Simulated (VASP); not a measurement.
# SnO2 (I4_1/amd) in VASP: further runs

SnO2 is run at these levels: PBEsol; tasks: single point.

Program: VASP 6.6.1. These are calculated values, not measurements. Logs are shortened: lines on timing, memory, paths and dates and some standing lists are left out, and cuts for length are marked.

## Step 1: The cell of the first run

Symmetry: I4_1/amd, No. 141, tetragonal system. Conventional cell: a = 4.115 Å, b = 4.115 Å, c = 10.516 Å, α = 90.00°, β = 90.00°, γ = 90.00°. Within 2.8 Å of Sn (site symmetry -4m2) lie 6 O at 2.10 to 2.12 Å. Within 2.8 Å of O (site symmetry 2mm) lie 3 Sn at 2.10 to 2.12 Å and 2 O at 2.59 Å.

## Step 2: Single point, PBEsol (volume 14.836 Å^3 an atom, c/a of the conventional cell 2.5557)

File INCAR:

```
SYSTEM = SnO2
  PREC = Accurate
  ENCUT = 520
  EDIFF = 1E-7
  ISMEAR = 0
  SIGMA = 0.05
  LREAL = .False.
  LASPH = .True.
  NELM = 80
  ALGO = Normal
  ISIF = 2
  LWAVE = .False.
  LCHARG = .False.
  GGA = PS
  NBANDS = 35
```

File KPOINTS:

```
Automatic mesh
0
Gamma
  10 10 10
  0 0 0
```

File POSCAR:

```
SnO2
1.0
   -2.0573167784      2.0573167784      5.2578204077
    2.0573167784     -2.0573167784      5.2578204077
    2.0573167784      2.0573167784     -5.2578204077
Sn O
2 4
Direct
    0.7500000000      0.2500000000      0.5000000000
    0.0000000000      0.0000000000      0.0000000000
    0.8003298761      0.8003298761      0.0000000000
    0.9496701239      0.4496701239      0.5000000000
    0.1996701239      0.1996701239      0.0000000000
    0.5503298761      0.0503298761      0.5000000000
```

Potentials or basis: VASP PAW PBE potentials, release 64 (Sn_d, O).

On the command line:

```console
$ cat potpaw_PBE.64/Sn_d/POTCAR potpaw_PBE.64/O/POTCAR > POTCAR
$ mpirun -np 1 vasp_std > vasp.out
```

OUTCAR:

```text
SYSTEM = SnO2
   PREC = Accurate
   ENCUT = 520
   EDIFF = 1E-7
   ISMEAR = 0
   LREAL = .False.
   LASPH = .True.
   NELM = 80
   ISIF = 2
   GGA = PS

 ion  position               nearest neighbor table
   1  0.750  0.250  0.500-   4 2.10   6 2.10   5 2.12   3 2.12   3 2.12   5 2.12   2 3.34   2 3.34
                             2 3.34   2 3.34
   2  0.000  0.000  0.000-   3 2.10   5 2.10   4 2.12   6 2.12   6 2.12   4 2.12   1 3.34   1 3.34
                             1 3.34   1 3.34
   3  0.800  0.800  0.000-   2 2.10   1 2.12   1 2.12
   4  0.950  0.450  0.500-   1 2.10   2 2.12   2 2.12
   5  0.200  0.200  0.000-   2 2.10   1 2.12   1 2.12
   6  0.550  0.050  0.500-   1 2.10   2 2.12   2 2.12

  LATTYP: Found a body centered tetragonal cell.
 ALAT       =     4.1146335568
 C/A-ratio  =     2.5556688512

  Lattice vectors:

 A1 = (  -2.0573167784,   2.0573167784,   5.2578204077)
 A2 = (   2.0573167784,  -2.0573167784,   5.2578204077)
 A3 = (   2.0573167784,   2.0573167784,  -5.2578204077)

Analysis of symmetry for initial positions (statically):
=====================================================================
 Subroutine PRICEL returns:
 Original cell was already a primitive cell.

 Routine SETGRP: Setting up the symmetry group for a
 body centered tetragonal supercell.

 Subroutine GETGRP returns: Found 16 space group operations
 (whereof  8 operations were pure point group operations)
 out of a pool of 16 trial point group operations.

The static configuration has the point symmetry D_2d.
 The point group associated with its full space group is D_4h.

Analysis of symmetry for dynamics (positions and initial velocities):
=====================================================================
 Subroutine PRICEL returns:
 Original cell was already a primitive cell.

 Routine SETGRP: Setting up the symmetry group for a
 body centered tetragonal supercell.

 Subroutine GETGRP returns: Found 16 space group operations
 (whereof  8 operations were pure point group operations)
 out of a pool of 16 trial point group operations.

The dynamic configuration has the point symmetry D_2d.
 The point group associated with its full space group is D_4h.

 Subroutine INISYM returns: Found 16 space group operations
 (whereof  8 operations are pure point group operations),
 and found     1 'primitive' translations

----------------------------------------------------------------------------------------

                                     Primitive cell

  volume of cell :      89.0160

  direct lattice vectors                    reciprocal lattice vectors
    -2.057316778  2.057316778  5.257820408     0.000000000  0.243035008  0.095096439
     2.057316778 -2.057316778  5.257820408     0.243035008  0.000000000  0.095096439
     2.057316778  2.057316778 -5.257820408     0.243035008  0.243035008  0.000000000

  length of vectors
     6.009141377  6.009141377  6.009141377     0.260977677  0.260977677  0.343703405

  position of ions in fractional coordinates (direct lattice)
     0.750000000  0.250000000  0.500000000
     0.000000000  0.000000000  0.000000000
     0.800329876  0.800329876  0.000000000
     0.949670124  0.449670124  0.500000000
     0.199670124  0.199670124  0.000000000
     0.550329876  0.050329876  0.500000000

  ion indices of the primitive-cell ions
   primitive index   ion index
                 1           1
                 2           2
                 3           3
                 4           4
                 5           5
                 6           6

----------------------------------------------------------------------------------------

 KPOINTS: Automatic mesh

Automatic generation of k-mesh.
 Grid dimensions read from file:
 generate k-points for:   10   10   10

 Generating k-lattice:

  Cartesian coordinates                     Fractional coordinates (reciprocal lattice)
     0.000000000  0.024303501  0.009509644     0.100000000  0.000000000 -0.000000000
     0.024303501  0.000000000  0.009509644     0.000000000  0.100000000 -0.000000000
     0.024303501  0.024303501  0.000000000     0.000000000  0.000000000  0.100000000

  Length of vectors
     0.026097768  0.026097768  0.034370340

  Shift w.r.t. Gamma in fractional coordinates (k-lattice)
     0.000000000  0.000000000  0.000000000

 Subroutine IBZKPT returns following result:
 ===========================================

 Found    102 irreducible k-points:

 Following reciprocal coordinates:
            Coordinates               Weight
  0.000000  0.000000  0.000000      1.000000
  0.100000 -0.000000  0.000000      8.000000
  0.200000 -0.000000  0.000000      8.000000
  0.300000 -0.000000  0.000000      8.000000
  0.400000  0.000000  0.000000      8.000000
  0.500000 -0.000000  0.000000      4.000000
[... 16 lines left out ...]
  0.300000  0.300000  0.000000      8.000000
  0.400000  0.300000  0.000000     16.000000
 [... further k-points ...]
   k-points           NKPTS =    102   k-points in BZ     NKDIM =    102   number of bands    NBANDS=     35
   number of dos      NEDOS =    301   number of ions     NIONS =      6
   total plane-waves  NPLWV = 110592
   dimension x,y,z NGX =    48 NGY =   48 NGZ =   48
   dimension x,y,z NGXF=    96 NGYF=   96 NGZF=   96
   ions per type =               2   4
   NGX,Y,Z   is equivalent  to a cutoff of  13.28, 13.28, 13.28 a.u.
   NGXF,Y,Z  is equivalent  to a cutoff of  26.56, 26.56, 26.56 a.u.
 SYSTEM =  SnO2
   PREC   = accura    normal or accurate (medium, high low for compatibility)
   ISTART =      0    job   : 0-new  1-cont  2-samecut
   ICHARG =      2    charge: 1-file 2-atom 10-const
   ISPIN  =      1    spin polarized calculation?
   LNONCOLLINEAR =      F non collinear calculations
   LSORBIT =      F    spin-orbit coupling
   LASPH  =      T    aspherical Exc in radial PAW
   ENCUT  =  520.0 eV  38.22 Ry    6.18 a.u.  11.17 11.17 11.17*2*pi/ulx,y,z
   NELM   =     80;   NELMIN=  2; NELMDL= -5     # of ELM steps
   EDIFF  = 0.1E-06   stopping-criterion for ELM
   LREAL  =      F    real-space projection
   EDIFFG = 0.1E-05   stopping-criterion for IOM
   NSW    =      0    number of steps for IOM
   IBRION =     -1    ionic relax: 0-MD 1-quasi-New 2-CG
   NFREE  =      0    steps in history (QN), initial steepest desc. (CG)
   ISIF   =      2    stress and relaxation
   ISYM   =      2    0-nonsym 1-usesym 2-fastsym
   POTIM  = 0.5000    time-step for ionic-motion
   TEBEG  =    0.0;   TEEND  =   0.0 temperature during run
   PSTRESS=    0.0 pullay stress
   NELECT =      52.0000    total number of electrons
   NUPDOWN=      -1.0000    fix difference up-down
   EMIN   =  10.00;   EMAX   =-10.00  energy-range for DOS
   EFERMI =   0.00;   METHOD = LEGACY
   ISMEAR =     0;   SIGMA  =   0.05  broadening in eV -4-tet -1-fermi 0-gaus
   EFERMI_NEDOS =   21; number of points for ismear=-14 and -15
   IALGO  =     38    algorithm
   IMIX   =      4    mixing-type and parameters
     AMIX     =   0.40;   BMIX     =  1.00
     AMIX_MAG =   1.60;   BMIX_MAG =  1.00
  volume/ion in A,a.u.               =      14.84       100.12
  Fermi-wavevector in a.u.,A,eV,Ry     =   1.368527  2.586140 25.481877  1.872865
  Thomas-Fermi vector in A             =   2.494483
   LORBIT       =      0    0 simple, 1 ext, 2 COOP (PROOUT), +10 PAW based schemes
   GGA     = PS    functional components
   LHFCALC =     F    Hartree Fock is set to
   AEXX    =    0.0000 exact exchange contribution
   IVDW    =     0    specifies the selected vdW correction
   LEPSILON=     F    determine dielectric tensor
   LRPA    =     F    only Hartree local field effects (RPA)
 non-spin polarized calculation
 Gauss-broadening in eV      SIGMA  =   0.05
  energy-cutoff  :      520.00
  volume of cell :       89.02
 maximum number of plane-waves:      2415
 NGX is ok and might be reduce to    48
   NGX = 23   NGY = 23   NGZ = 23

 number of electron      52.0000000 magnetization

 Free energy of the ion-electron system (eV)
  ---------------------------------------------------
  ext. energy  EPLUGINS =         0.00000000
  ---------------------------------------------------
  free energy    TOTEN  =       -39.03397356 eV

  energy without entropy =      -39.03397356  energy(sigma->0) =      -39.03397356

 E-fermi :   3.3853     XC(G=0): -10.1183

 val. band max:        3.0905538014   @ k =  -0.4000   0.4000   0.0000
 cond. band min:       4.0077165092   @ k =   0.0000   0.0000   0.0000
 fundamental gap:      0.9171627078
 Fermi energy:         3.3853154637

 k-point     1 :       0.0000    0.0000    0.0000
  band No.  band energies     occupation
      1     -17.1545      2.00000
      2     -17.0978      2.00000
      3     -16.9977      2.00000
      4     -16.6389      2.00000
      5     -16.5343      2.00000
      6     -16.5343      2.00000
[... 27 lines left out ...]
     34      14.4002      0.00000
     35      14.4002      0.00000

 k-point     2 :       0.1000   -0.0000    0.0000
  band No.  band energies     occupation
      1     -17.1663      2.00000
      2     -17.0605      2.00000
      3     -16.9904      2.00000
      4     -16.6401      2.00000
      5     -16.5363      2.00000
      6     -16.5322      2.00000
[... 27 lines left out ...]
     34      14.1112      0.00000
     35      14.2519      0.00000

 k-point     3 :       0.2000   -0.0000    0.0000
  band No.  band energies     occupation
      1     -17.1742      2.00000
      2     -17.0066      2.00000
      3     -16.9498      2.00000
      4     -16.6426      2.00000
      5     -16.5410      2.00000
      6     -16.5263      2.00000
[... 27 lines left out ...]
     34      13.7177      0.00000
     35      13.9334      0.00000

 k-point     4 :       0.3000   -0.0000    0.0000
  band No.  band energies     occupation
      1     -17.1756      2.00000
      2     -16.9802      2.00000
      3     -16.8679      2.00000
      4     -16.6437      2.00000
      5     -16.5464      2.00000
      6     -16.5183      2.00000
[... 27 lines left out ...]
     34      13.6445      0.00000
     35      14.2337      0.00000

 k-point     5 :       0.4000    0.0000    0.0000
  band No.  band energies     occupation
      1     -17.1756      2.00000
      2     -16.9627      2.00000
      3     -16.8013      2.00000
      4     -16.6416      2.00000
      5     -16.5505      2.00000
      6     -16.5095      2.00000
[... 638 lines left out ...]
 k-point    22 :      -0.2000    0.2000    0.0000
  band No.  band energies     occupation
      1     -17.1077      2.00000
      2     -16.9730      2.00000
      3     -16.8796      2.00000
      4     -16.7093      2.00000
      5     -16.5413      2.00000
      6     -16.5122      2.00000
[... 27 lines left out ...]
     34      13.4268      0.00000
     35      14.1275      0.00000

 k-point    23 :       0.3000    0.3000    0.0000
  band No.  band energies     occupation
      1     -17.0903      2.00000
      2     -16.9834      2.00000
      3     -16.7282      2.00000
      4     -16.5958      2.00000
      5     -16.5541      2.00000
      6     -16.4875      2.00000
[... 27 lines left out ...]
     34      13.7588      0.00000
     35      14.9079      0.00000

 k-point    24 :       0.4000    0.3000    0.0000
  band No.  band energies     occupation
      1     -17.0523      2.00000
      2     -16.9542      2.00000
      3     -16.6968      2.00000
      4     -16.6028      2.00000
      5     -16.5520      2.00000
      6     -16.4761      2.00000
[... 27 lines left out ...]
     34      13.8850      0.00000
     35      15.1092      0.00000

 [... further k-points ...]

------------------------ aborting loop because EDIFF is reached ----------------------------------------

  FORCE on cell =-STRESS in cart. coord.  units (eV):
  Direction    XX          YY          ZZ          XY          YZ          ZX
  --------------------------------------------------------------------------------------
  -------------------------------------------------------------------------------------
  Total       -5.2492588     -5.2492588     -4.9065863      0.0000000      0.0000000      0.0000000
  in kB      -94.4801322    -94.4801322    -88.3124537      0.0000000      0.0000000      0.0000000
  external PRESSURE =     -92.4242394 kB  Pullay stress =       0.0000000 kB

 VOLUME and BASIS-vectors are now :
 -----------------------------------------------------------------------------
  energy-cutoff  :      520.00
  volume of cell :       89.02
      direct lattice vectors                 reciprocal lattice vectors
    -2.057316778  2.057316778  5.257820408     0.000000000  0.243035008  0.095096439
     2.057316778 -2.057316778  5.257820408     0.243035008  0.000000000  0.095096439
     2.057316778  2.057316778 -5.257820408     0.243035008  0.243035008  0.000000000

 POSITION                                       TOTAL-FORCE (eV/Angst)
 -----------------------------------------------------------------------------------
      0.00000      2.05732      2.62891         0.000000      0.000000      0.000000
      0.00000      0.00000      0.00000         0.000000      0.000000      0.000000
      0.00000      0.00000      8.41598        -0.000000     -0.000000     -0.033722
      0.00000      2.05732      4.72857        -0.000000     -0.000000      0.033722
      0.00000      0.00000      2.09966         0.000000      0.000000      0.033722
      0.00000      2.05732      0.52925        -0.000000     -0.000000     -0.033722
 -----------------------------------------------------------------------------------
    total drift:                               -0.000000      0.000000     -0.000000

  FREE ENERGIE OF THE ION-ELECTRON SYSTEM (eV)
  ---------------------------------------------------
  free  energy   TOTEN  =       -39.0339735592 eV

  energy  without entropy=      -39.0339735592  energy(sigma->0) =      -39.03397356
```

Run time: 5.3 min. Hardware: 1 thread of Intel Xeon 6975P-C (Granite Rapids), shared host; peak memory 0.47 GiB.

Results:

| Item | Value |
| --- | --- |
| Free energy | -39.0340 eV |
| Pressure | -9.2 GPa |
| Largest force | 0.034 eV/Å |
| Band gap on the k mesh | 0.92 eV, indirect (least direct gap 1.18 eV) |

Forces on the atoms (eV/Å):
```
Sn   0.000  0.000  0.000
Sn   0.000  0.000  0.000
O    0.000  0.000 -0.034
O    0.000  0.000  0.034
O    0.000  0.000  0.034
O    0.000  0.000 -0.034
```

Stress tensor (GPa, compression positive):
```
-9.45  0.00  0.00
 0.00 -9.45  0.00
 0.00  0.00 -8.83
```

Levels at points of the mesh, in eV from the valence-band top:
```
           k point  band 24  band 25  band 26  band 27  band 28  band 29
(0.00, 0.00, 0.00)    -0.58    -0.26    -0.26     0.92     5.02     8.96
(0.50, 0.00, 0.00)    -0.66    -0.44    -0.37     4.09     5.49     7.41
(0.50, 0.50, 0.00)    -0.76    -0.07    -0.07     6.30     6.30     7.14
(0.50, 0.50, 0.50)    -0.96    -0.18    -0.18     3.66     3.66     7.33
```

Caveat: the PAW data sets were made with another functional, which shifts forces and pressure a little; spin-orbit coupling is left out, which moves the levels of the heavy elements.

## Step 3: Single point, PBEsol (volume 14.836 Å^3 an atom, c/a of the conventional cell 2.2654)

File INCAR:

```
PREC = Accurate
ENCUT = 520
EDIFF = 1E-7
ISMEAR = 0
SIGMA = 0.05
LREAL = False
LASPH = True
NELM = 80
ALGO = Normal
ISIF = 2
LWAVE = False
LCHARG = True
GGA = PS
LELF = True
LVHAR = True
NBANDS = 35
```

File KPOINTS:

```
Automatic mesh
0
Gamma
  10 10 10
```

File POSCAR:

```
SnO2
1.0
   -2.1416790867      2.1416790867      4.8517598029
    2.1416790867     -2.1416790867      4.8517598029
    2.1416790867      2.1416790867     -4.8517598029
Sn O
2 4
Direct
    0.7500000000      0.2500000000      0.5000000000
    0.0000000000      0.0000000000      0.0000000000
    0.7916956280      0.7916956280      0.0000000000
    0.9583043720      0.4583043720      0.5000000000
    0.2083043720      0.2083043720      0.0000000000
    0.5416956280      0.0416956280      0.5000000000
```

Potentials or basis: VASP PAW PBE potentials, release 64 (Sn_d, O).

On the command line:

```console
$ cat potpaw_PBE.64/Sn_d/POTCAR potpaw_PBE.64/O/POTCAR > POTCAR
$ mpirun -np 1 vasp_std > vasp.out
```

Run time: 5.9 min. Hardware: 1 thread of Intel Xeon 6975P-C (Granite Rapids), shared host; peak memory 0.47 GiB.

The run converged. Its results:

- Free energy: -38.7651 eV
- Pressure: -8.3 GPa
- Largest force: 0.056 eV/Å
- Band gap on the k mesh: 1.22 eV, indirect (least direct gap 1.64 eV)

Forces on the atoms (eV/Å):
```
Sn   0.000  0.000  0.000
Sn   0.000  0.000  0.000
O    0.000  0.000 -0.056
O    0.000  0.000  0.056
O    0.000  0.000  0.056
O    0.000  0.000 -0.056
```

Stress tensor (GPa, compression positive):
```
-12.38   0.00   0.00
  0.00 -12.38   0.00
  0.00   0.00  -0.17
```

Levels at points of the mesh, in eV from the valence-band top:
```
           k point  band 23  band 24  band 25  band 26  band 27  band 28  band 29  band 30
(0.00, 0.00, 0.00)    -0.58    -0.58    -0.41    -0.41     1.22     4.81     9.35    10.16
(0.50, 0.00, 0.00)    -0.74    -0.69    -0.57    -0.50     4.16     5.47     7.36     7.64
(0.50, 0.50, 0.00)    -0.65    -0.65    -0.08    -0.08     6.28     6.28     6.71     6.71
(0.50, 0.50, 0.50)    -0.89    -0.89    -0.31    -0.31     3.61     3.61     7.90     7.90
```

Caveat: the PAW data sets were made with another functional, which shifts forces and pressure a little; spin-orbit coupling is left out, which moves the levels of the heavy elements. A k mesh can miss the band edges.

## Step 4: Single point, PBEsol (volume 14.836 Å^3 an atom, c/a of the conventional cell 2.8832)

File INCAR:

```
SYSTEM = SnO2
PREC = Accurate ; ENCUT = 520
EDIFF = 1E-6 ; ISMEAR = 0
SIGMA = 0.05 ; LREAL = .False.
LASPH = .True. ; NELM = 60
ALGO = Normal ; ISIF = 2
LWAVE = .False. ; LCHARG = .False.
GGA = PS ; NBANDS = 35
```

File KPOINTS:

```
Automatic mesh
0
Gamma
  10 10 10
  0 0 0
```

File POSCAR:

```
SnO2
1.0
   -1.9762616274      1.9762616274      5.6979575242
    1.9762616274     -1.9762616274      5.6979575242
    1.9762616274      1.9762616274     -5.6979575242
Sn O
2 4
Direct
    0.7500000000      0.2500000000      0.5000000000
    0.0000000000      0.0000000000      0.0000000000
    0.8058646823      0.8058646823      0.0000000000
    0.9441353177      0.4441353177      0.5000000000
    0.1941353177      0.1941353177      0.0000000000
    0.5558646823      0.0558646823      0.5000000000
```

On the command line:

```console
$ cat potpaw_PBE.64/Sn_d/POTCAR potpaw_PBE.64/O/POTCAR > POTCAR
$ mpirun -np 1 vasp_std > vasp.out
```

It took 5.5 min on 1 thread of Intel Xeon 6975P-C (Granite Rapids), shared host; peak memory 0.47 GiB.

Results (log left out):

* Free energy: -38.8312 eV
* Pressure: -9.2 GPa
* Largest force: 0.003 eV/Å
* Band gap on the k mesh: 0.60 eV, indirect (least direct gap 0.77 eV)

Forces in eV/Å, atoms in the order of the input:
```
Sn   0.000  0.000  0.000
Sn   0.000  0.000  0.000
O    0.000  0.000 -0.003
O    0.000  0.000  0.003
O    0.000  0.000  0.003
O    0.000  0.000 -0.003
```

Stress tensor (GPa, compression positive):
```
 -6.23   0.00   0.00
  0.00  -6.23   0.00
  0.00   0.00 -15.05
```

Levels at points of the mesh, in eV from the valence-band top:
```csv
k point,band 22,band 23,band 24,band 25,band 26,band 27,band 28,band 29,band 30,band 31
"(0.00, 0.00, 0.00)",-0.85,-0.60,-0.60,-0.17,-0.17,0.60,5.03,7.73,8.43,8.69
"(0.50, 0.00, 0.00)",-1.28,-0.61,-0.60,-0.35,-0.29,3.93,5.38,7.25,7.90,8.96
"(0.50, 0.50, 0.00)",-0.94,-0.79,-0.79,-0.10,-0.10,6.26,6.26,7.28,7.28,7.91
"(0.50, 0.50, 0.50)",-2.47,-1.00,-1.00,-0.07,-0.07,3.56,3.56,6.82,6.82,11.16
```

Caveat: the PAW data sets were made with another functional, which shifts forces and pressure a little; spin-orbit coupling is left out, which moves the levels of the heavy elements. A k mesh can miss the band edges.

[end of part 1 of 2]
